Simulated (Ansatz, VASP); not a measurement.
One calculation of TiAl, two programs

The input INCAR:

```
ALGO     = Fast           # electronic algorithm
EDIFF    = 1E-6           # SCF threshold, eV
ENCUT    = 520            # plane-wave cutoff, eV
GGA      = PS             # functional
ISIF     = 2              # what is computed and relaxed
ISMEAR   = 0              # smearing method
LASPH    = True           # aspherical terms in the spheres
LCHARG   = False          # write CHGCAR
LREAL    = False          # projectors in reciprocal space
LWAVE    = False          # write WAVECAR
NBANDS   = 14             # bands
NELM     = 60             # most SCF steps
PREC     = Accurate       # precision mode
SIGMA    = 0.15           # smearing width, eV
```

The input KPOINTS:

```
k-points
0
Gamma
  20 20 20
```

File POSCAR:

```
TiAl
1.0
    3.1091269662      0.0000000000      0.0000000000
    0.0000000000      3.1091269662      0.0000000000
    0.0000000000      0.0000000000      3.2038211886
Ti Al
1 1
Direct
    0.0000000000      0.0000000000      0.0000000000
    0.5000000000      0.5000000000      0.5000000000
```

Input for Ansatz:

```yaml
crystal:
  lattice:
    - [3.1091269662, 0.0, 0.0]
    - [0.0, 3.1091269662, 0.0]
    - [0.0, 0.0, 3.2038211886]
  atoms:
    - { symbol: Ti, position: [0.0, 0.0, 0.0] }
    - { symbol: Al, position: [0.5, 0.5, 0.5] }
basis:
  ecutwfc: 420
kpoints:
  mp_grid: { grid: [20, 20, 20] }
hamiltonian:
  xc: pbesol
scf:
  occupations: { method: gaussian, width: 0.15 }
output:
  forces: true
  stress: true
  eigenvalues: true
```

Change from the starting cell: strain -0.015 along x and y, +0.015 along z, atoms carried along.

Alike in both runs: task single point; functional PBEsol; k mesh 20 × 20 × 20; occupations gaussian, width 0.15 eV; no spin polarisation.

|  | VASP | Ansatz |
| --- | --- | --- |
| version | VASP 6.6.1 | Ansatz 0.2.0 |
| potentials or method | VASP PAW PBE potentials, release 64 (Ti_sv, Al), cutoff 520 eV | scalar-relativistic, plane waves, PAW |
| valence electrons in the cell | 15 | 15 |

VASP gave:

```
gap on the k mesh at the Fermi level (eV)                     : none
pressure (GPa)                                                : 2.0
traceless stress, the component that is largest in VASP (GPa) : 1.47
```

Task: Estimate Ansatz's values.

Result: gap on the k mesh at the Fermi level (eV): none; pressure (GPa): 1.9; traceless stress, the component that is largest in VASP (GPa): 1.47.

VASP's potentials were made for PBE, not for PBEsol. A gap of «none» marks a metal or a gap that the smearing closes. With one functional, cell and mesh, what is left measures potentials, basis and numerics.
